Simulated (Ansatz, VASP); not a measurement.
BaS: VASP beside Ansatz

```
Ba S
1.0
     0.00000    3.21180    3.21180
     3.30815    0.00000    3.21180
     3.30815    3.21180    0.00000
Ba S
1 1
Cartesian
  0.0000 0.0000 0.0000
  3.3081 3.2118 3.2118
```

Change from the starting cell: uniaxial_x strain +3.0%.

Alike in both runs: task single point; functional PBE; k mesh 8 × 8 × 8; occupations fermi-dirac, width 0.02 eV; no spin polarisation.

|  | VASP | Ansatz |
| --- | --- | --- |
| version | VASP 6.6.1 | Ansatz 0.2.0 |
| potentials or method | VASP PAW PBE potentials, release 64 (Ba_sv, S) | plane waves, PAW |
| plane-wave cutoff (eV) | 520 | 420 |
| valence electrons in the cell | 16 | 16 |

Ansatz gave:

| Item | Value |
| --- | --- |
| gap on the k mesh at the Fermi level (eV) | 2.24 |
| pressure (GPa) | -1.0 |
| traceless stress, the component that is largest in VASP (GPa) | -1.15 |

Which values does VASP return?

gap on the k mesh at the Fermi level (eV): 2.15; pressure (GPa): -0.5; traceless stress, the component that is largest in VASP (GPa): -1.28.

Spin-orbit coupling is off throughout.
